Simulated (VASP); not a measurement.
LiTaBr4, 6 atoms in the cell. The structure is orthorhombic, space group Cmmm (No. 65). The conventional cell has a = 8.709 Å, b = 9.691 Å, c = 4.027 Å, α = 90.00°, β = 90.00°, γ = 90.00°. Li (site symmetry mmm) has 6 Br at 2.66 to 3.11 Å within 3.5 Å. Ta (site symmetry mmm) has 6 Br at 2.61 to 2.66 Å within 3.4 Å. Br (site symmetry 2mm) has 1 Ta at 2.61 Å and 2 Li at 2.66 Å and 1 Br at 3.48 Å within 3.5 Å. Within 3.5 Å of Br (site symmetry m2m) lie 2 Ta at 2.66 Å and 1 Li at 3.11 Å and 1 Br at 3.46 Å. 

```yaml
Program: VASP 6.6.1
Task: single point
Functional: PBE
Potentials_or_basis: VASP PAW PBE potentials, release 64 (Li_sv, Ta_pv, Br)
Cutoff: 520 eV
k_mesh: 4 × 4 × 4
Occupations: gaussian, width 0.1 eV
Spin: collinear spin
Starting_moments: "[0.0, 1.0, 0.0, 0.0, 0.0, 0.0] μB"
Dipole_correction: no
Further_INCAR_settings: ALGO = Normal; EDIFF = 1e-06; NBANDS = 34
```

Potentials or basis: VASP PAW PBE potentials, release 64 (Li_sv, Ta_pv, Br).

Command:

```sh
$ cat potpaw_PBE.64/Li_sv/POTCAR potpaw_PBE.64/Ta_pv/POTCAR potpaw_PBE.64/Br/POTCAR > POTCAR
$ mpirun -np 1 vasp_std > vasp.out
```

Hardware: 1 thread of Intel(R) Xeon(R) Platinum 8488C (Sapphire Rapids), with other jobs on the host.

Question: How long does it take, and how much memory?

Answer: Run time: 4.7 min on 1 thread of Intel(R) Xeon(R) Platinum 8488C (Sapphire Rapids), with other jobs on the host, peak memory 0.4 GiB. Counts: scf iterations 18, k points 21.
